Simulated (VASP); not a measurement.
# ZnS (F-43m) in VASP: single point with HSE06

Aim: the single point of ZnS with HSE06.

All numbers are computed with VASP 6.6.1; they aren't measurements. Logs are shortened: lines on timing, memory, paths and dates and some standing lists are left out, and cuts for length are marked.

## 1. The cell of the first run

It takes space group F-43m (No. 216, cubic). Conventional cell: a = 5.303 Å, b = 5.303 Å, c = 5.303 Å, α = 90.00°, β = 90.00°, γ = 90.00°. Within 3.0 Å of Zn (site symmetry -43m) lie 4 S at 2.30 Å. Within 3.0 Å of S (site symmetry -43m) lie 4 Zn at 2.30 Å.

## 2. Single point, HSE06, non-collinear spin, zero start, spin-orbit coupling

POSCAR

```
ZnS
1.0
    0.0000000000      2.6516219451      2.6516219451
    2.6516219451      0.0000000000      2.6516219451
    2.6516219451      2.6516219451      0.0000000000
Zn S
1 1
Direct
    0.0000000000      0.0000000000      0.0000000000
    0.2500000000      0.2500000000      0.2500000000
```

INCAR.step1

```
PREC = Accurate ; ENCUT = 400
EDIFF = 1E-5 ; ISMEAR = 0
SIGMA = 0.01 ; LREAL = False
LASPH = True ; NELM = 200
ALGO = Normal ; ISIF = 2
LWAVE = True ; LCHARG = False
MAGMOM = 0 0 0 0 0 0 ; LORBIT = 11
LSORBIT = True ; GGA_COMPAT = False
LORBMOM = True ; NBANDS = 30
GGA = PE
```

INCAR.step2

```
PREC = Accurate ; ENCUT = 400
EDIFF = 1E-6 ; ISMEAR = 0
SIGMA = 0.01 ; LREAL = False
LASPH = True ; NELM = 200
ALGO = Normal ; ISIF = 2
LWAVE = False ; LCHARG = False
MAGMOM = 0 0 0 0 0 0 ; LORBIT = 11
LSORBIT = True ; GGA_COMPAT = False
LORBMOM = True ; GGA = PE
LHFCALC = True ; HFSCREEN = 0.2079
PRECFOCK = Normal ; NBANDS = 30
ISTART = 1
```

KPOINTS

```
Automatic mesh
0
Gamma
  4 4 4
```

Potentials or basis: VASP PAW PBE potentials, release 64 (Zn, S).

On the command line:

```console
$ cat potpaw_PBE.64/Zn/POTCAR potpaw_PBE.64/S/POTCAR > POTCAR
$ cp INCAR.step1 INCAR
$ mpirun -np 1 vasp_ncl > vasp.out
$ cp INCAR.step2 INCAR
$ mpirun -np 1 vasp_ncl > vasp.out
```

OUTCAR:

```text
PREC = Accurate
   ENCUT = 400
   EDIFF = 1E-6
   ISMEAR = 0
   LREAL = False
   LASPH = True
   NELM = 200
   ISIF = 2
   LORBIT = 11
   LSORBIT = True
   GGA = PE
   LHFCALC = True
   HFSCREEN = 0.2079
   PRECFOCK = Normal
   ISTART = 1

 ion  position               nearest neighbor table
   1  0.000  0.000  0.000-   2 2.30   2 2.30   2 2.30   2 2.30
   2  0.250  0.250  0.250-   1 2.30   1 2.30   1 2.30   1 2.30

  LATTYP: Found a face centered cubic cell.
 ALAT       =     5.3032438902

  Lattice vectors:

 A1 = (   0.0000000000,   2.6516219451,   2.6516219451)
 A2 = (   2.6516219451,   0.0000000000,   2.6516219451)
 A3 = (   2.6516219451,   2.6516219451,   0.0000000000)

Analysis of symmetry for initial positions (statically):
=====================================================================
 Subroutine PRICEL returns:
 Original cell was already a primitive cell.

 Routine SETGRP: Setting up the symmetry group for a
 face centered cubic supercell.

 Subroutine GETGRP returns: Found 24 space group operations
 (whereof 24 operations were pure point group operations)
 out of a pool of 48 trial point group operations.

The static configuration has the point symmetry T_d .

Analysis of symmetry for dynamics (positions and initial velocities):
=====================================================================
 Subroutine PRICEL returns:
 Original cell was already a primitive cell.

 Routine SETGRP: Setting up the symmetry group for a
 face centered cubic supercell.

 Subroutine GETGRP returns: Found 24 space group operations
 (whereof 24 operations were pure point group operations)
 out of a pool of 48 trial point group operations.

The dynamic configuration has the point symmetry T_d .

Analysis of structural, dynamic, and magnetic symmetry:
=====================================================================
 Subroutine PRICEL returns:
 Original cell was already a primitive cell.

 Routine SETGRP: Setting up the symmetry group for a
 face centered cubic supercell.

 Subroutine GETGRP returns: Found 24 space group operations
 (whereof 24 operations were pure point group operations)
 out of a pool of 48 trial point group operations.

The overall configuration has the point symmetry T_d .

 Subroutine INISYM returns: Found 24 space group operations
 (whereof 24 operations are pure point group operations),
 and found     1 'primitive' translations

----------------------------------------------------------------------------------------

                                     Primitive cell

  volume of cell :      37.2876

  direct lattice vectors                    reciprocal lattice vectors
     0.000000000  2.651621945  2.651621945    -0.188563834  0.188563834  0.188563834
     2.651621945  0.000000000  2.651621945     0.188563834 -0.188563834  0.188563834
     2.651621945  2.651621945  0.000000000     0.188563834  0.188563834 -0.188563834

  length of vectors
     3.749959717  3.749959717  3.749959717     0.326602141  0.326602141  0.326602141

  position of ions in fractional coordinates (direct lattice)
     0.000000000  0.000000000  0.000000000
     0.250000000  0.250000000  0.250000000

  ion indices of the primitive-cell ions
   primitive index   ion index
                 1           1
                 2           2

----------------------------------------------------------------------------------------

 KPOINTS: Automatic mesh

Automatic generation of k-mesh.
 Grid dimensions read from file:
 generate k-points for:    4    4    4

 Generating k-lattice:

  Cartesian coordinates                     Fractional coordinates (reciprocal lattice)
    -0.047140958  0.047140958  0.047140958     0.250000000  0.000000000  0.000000000
     0.047140958 -0.047140958  0.047140958     0.000000000  0.250000000  0.000000000
     0.047140958  0.047140958 -0.047140958     0.000000000  0.000000000  0.250000000

  Length of vectors
     0.081650535  0.081650535  0.081650535

  Shift w.r.t. Gamma in fractional coordinates (k-lattice)
     0.000000000  0.000000000  0.000000000

 Subroutine IBZKPT returns following result:
 ===========================================

 Found     10 irreducible k-points:

 Following reciprocal coordinates:
            Coordinates               Weight
  0.000000  0.000000  0.000000      1.000000
  0.250000  0.000000  0.000000      4.000000
 -0.250000  0.000000  0.000000      4.000000
  0.500000  0.000000  0.000000      4.000000
  0.250000  0.250000  0.000000      6.000000
  0.500000  0.250000  0.000000     12.000000
  0.500000 -0.250000  0.000000     12.000000
[... 41 lines left out ...]
     AMIX_MAG =   1.60;   BMIX_MAG =  1.00
  volume/ion in A,a.u.               =      18.64       125.81
  Fermi-wavevector in a.u.,A,eV,Ry     =   1.284234  2.426850 22.439493  1.649256
  Thomas-Fermi vector in A             =   2.416440
   LORBIT       =     11    0 simple, 1 ext, 2 COOP (PROOUT), +10 PAW based schemes
   GGA     = PE    functional components
   LHFCALC =     T    Hartree Fock is set to
   PRECFOCK=normal    Normal, Fast or Accurate (Low or Medium for compatibility)
   ENCUT4O =  -1.0   cutoff for four orbital integrals eV
   NKREDX  =     1    reduce k-point grid by
   NKREDY  =     1    reduce k-point grid by
   NKREDZ  =     1    reduce k-point grid by
   AEXX    =    0.2500 exact exchange contribution
   HFSCREEN=    0.2079 screening length (either q_TF or 0.3 A-1)
   HFSCREENC=   0.2079 screening length for correlation (either q_TF or 0.3 A-1)
   ENCUTFOCK=  -1.0 apply spherical cutoff to Coloumb kernel
   IVDW    =     0    specifies the selected vdW correction
   LEPSILON=     F    determine dielectric tensor
   LRPA    =     F    only Hartree local field effects (RPA)
 Gauss-broadening in eV      SIGMA  =   0.01
  energy-cutoff  :      400.00
  volume of cell :       37.29
 maximum number of plane-waves:      1400
  NGX = 20; NGY = 20; NGZ = 20

 number of electron      17.9999994 magnetization       0.0000000     -0.0000000     -0.0000000

 number of electron      17.9999994 magnetization      -0.0000000     -0.0000000     -0.0000000

 number of electron      17.9999994 magnetization       0.0000000      0.0000000      0.0000000

 Free energy of the ion-electron system (eV)
  ---------------------------------------------------
  ext. energy  EPLUGINS =         0.00000000
  ---------------------------------------------------
  free energy    TOTEN  =        -8.28863742 eV

  energy without entropy =       -8.28863742  energy(sigma->0) =       -8.28863742

 E-fermi :   2.0758     XC(G=0):  -8.1749

 val. band max:        1.9538148236   @ k =   0.0000   0.0000   0.0000
 cond. band min:       5.5439972789   @ k =   0.0000   0.0000   0.0000
 fundamental gap:      3.5901824553
 Fermi energy:         2.0758064973

 k-point     1 :       0.0000    0.0000    0.0000
  band No.  band energies     occupation
      1     -12.8123      1.00000
      2     -12.8123      1.00000
      3      -6.2468      1.00000
      4      -6.2468      1.00000
      5      -6.2468      1.00000
      6      -6.2468      1.00000
[... 319 lines left out ...]
     29      17.7641      0.00000
     30      17.8059      0.00000

------------------------ aborting loop because EDIFF is reached ----------------------------------------

  FORCE on cell =-STRESS in cart. coord.  units (eV):
  Direction    XX          YY          ZZ          XY          YZ          ZX
  --------------------------------------------------------------------------------------
  -------------------------------------------------------------------------------------
  Total        1.3855611      1.3855611      1.3855611     -0.0000000      0.0000000     -0.0000000
  in kB       59.5348768     59.5348768     59.5348768     -0.0000000      0.0000000     -0.0000000
  external PRESSURE =      59.5348768 kB  Pullay stress =       0.0000000 kB

 VOLUME and BASIS-vectors are now :
 -----------------------------------------------------------------------------
  energy-cutoff  :      400.00
  volume of cell :       37.29
      direct lattice vectors                 reciprocal lattice vectors
     0.000000000  2.651621945  2.651621945    -0.188563834  0.188563834  0.188563834
     2.651621945  0.000000000  2.651621945     0.188563834 -0.188563834  0.188563834
     2.651621945  2.651621945  0.000000000     0.188563834  0.188563834 -0.188563834

 POSITION                                       TOTAL-FORCE (eV/Angst)
 -----------------------------------------------------------------------------------
      0.00000      0.00000      0.00000         0.000000      0.000000      0.000000
      1.32581      1.32581      1.32581        -0.000000     -0.000000     -0.000000
 -----------------------------------------------------------------------------------
    total drift:                                0.000013      0.000007      0.000010

  FREE ENERGIE OF THE ION-ELECTRON SYSTEM (eV)
  ---------------------------------------------------
  free  energy   TOTEN  =        -8.2886374217 eV

  energy  without entropy=       -8.2886374217  energy(sigma->0) =       -8.28863742

 orbital moment (x)

 # of ion     p       d       tot
 ----------------------------------------
  1         0.000   0.000   0.000
  2        -0.000   0.000  -0.000
 ----------------------------------------
           -0.000   0.000   0.000

 orbital moment (y)

 # of ion     p       d       tot
 ----------------------------------------
  1        -0.000   0.000   0.000
  2        -0.000   0.000  -0.000
 ----------------------------------------
           -0.000   0.000   0.000

 orbital moment (z)

 # of ion     p       d       tot
 ----------------------------------------
  1        -0.000   0.000   0.000
  2        -0.000   0.000  -0.000
 ----------------------------------------
           -0.000   0.000   0.000

 Spin-Orbit-Coupling matrix elements

 Ion:    1  E_soc:     -0.0077583
 l=   1
     0.0000000    -0.0003897    -0.0003897
    -0.0003897     0.0000000    -0.0003897
    -0.0003897    -0.0003897     0.0000000
 l=   2
     0.0000000    -0.0001856     0.0000000    -0.0001856    -0.0007177
    -0.0001856     0.0000000    -0.0005383    -0.0001856    -0.0001794
     0.0000000    -0.0005383     0.0000000    -0.0005383     0.0000000
    -0.0001856    -0.0001856    -0.0005383     0.0000000    -0.0001794
    -0.0007177    -0.0001794     0.0000000    -0.0001794     0.0000000
 l=   3
     0.0000000     0.0000000     0.0000000     0.0000000     0.0000000     0.0000000     0.0000000
     0.0000000     0.0000000     0.0000000     0.0000000     0.0000000     0.0000000     0.0000000
     0.0000000     0.0000000     0.0000000     0.0000000     0.0000000     0.0000000     0.0000000
     0.0000000     0.0000000     0.0000000     0.0000000     0.0000000     0.0000000     0.0000000
     0.0000000     0.0000000     0.0000000     0.0000000     0.0000000     0.0000000     0.0000000
     0.0000000     0.0000000     0.0000000     0.0000000     0.0000000     0.0000000     0.0000000
     0.0000000     0.0000000     0.0000000     0.0000000     0.0000000     0.0000000     0.0000000

 Ion:    2  E_soc:     -0.0016745
 l=   1
     0.0000000    -0.0002791    -0.0002791
    -0.0002791     0.0000000    -0.0002791
    -0.0002791    -0.0002791     0.0000000
 l=   2
     0.0000000     0.0000000     0.0000000     0.0000000     0.0000000
     0.0000000     0.0000000     0.0000000     0.0000000     0.0000000
     0.0000000     0.0000000     0.0000000     0.0000000     0.0000000
     0.0000000     0.0000000     0.0000000     0.0000000     0.0000000
     0.0000000     0.0000000     0.0000000     0.0000000     0.0000000
 l=   3
     0.0000000     0.0000000     0.0000000     0.0000000     0.0000000     0.0000000     0.0000000
     0.0000000     0.0000000     0.0000000     0.0000000     0.0000000     0.0000000     0.0000000
     0.0000000     0.0000000     0.0000000     0.0000000     0.0000000     0.0000000     0.0000000
     0.0000000     0.0000000     0.0000000     0.0000000     0.0000000     0.0000000     0.0000000
     0.0000000     0.0000000     0.0000000     0.0000000     0.0000000     0.0000000     0.0000000
     0.0000000     0.0000000     0.0000000     0.0000000     0.0000000     0.0000000     0.0000000
     0.0000000     0.0000000     0.0000000     0.0000000     0.0000000     0.0000000     0.0000000

 total charge

# of ion       s       p       d       tot
------------------------------------------
    1        0.502   0.522   9.846  10.870
    2        1.302   2.507   0.000   3.809
--------------------------------------------------
tot          1.804   3.029   9.846  14.679

 magnetization (x)

# of ion       s       p       d       tot
------------------------------------------
    1        0.000   0.000   0.000   0.000
    2       -0.000  -0.000   0.000  -0.000
--------------------------------------------------
tot          0.000  -0.000   0.000  -0.000

 magnetization (y)

# of ion       s       p       d       tot
------------------------------------------
    1        0.000   0.000  -0.000  -0.000
    2        0.000  -0.000   0.000  -0.000
--------------------------------------------------
tot          0.000  -0.000  -0.000  -0.000

 magnetization (z)

# of ion       s       p       d       tot
------------------------------------------
    1        0.000  -0.000   0.000   0.000
    2        0.000  -0.000   0.000  -0.000
--------------------------------------------------
tot          0.000  -0.000   0.000  -0.000
```

Run time: 33 min. Hardware: 1 thread of AMD EPYC 7R13, shared host; peak memory 0.33 GiB.

Results:

| Item | Value |
| --- | --- |
| Free energy | -8.2886 eV |
| Pressure | 6.0 GPa |
| Net moment | 0.00 μB per cell |
| Valence electrons inside the program's atomic spheres | Zn 10.87; S 3.81 |

Moments on the atoms (μB; x, y, z):
```
Zn  0.00 0.00 0.00
S   0.00 0.00 0.00
```

Caveat: the k points lie up to 0.51 Å⁻¹ apart; the PAW data sets were made with another functional, which shifts forces and pressure a little.
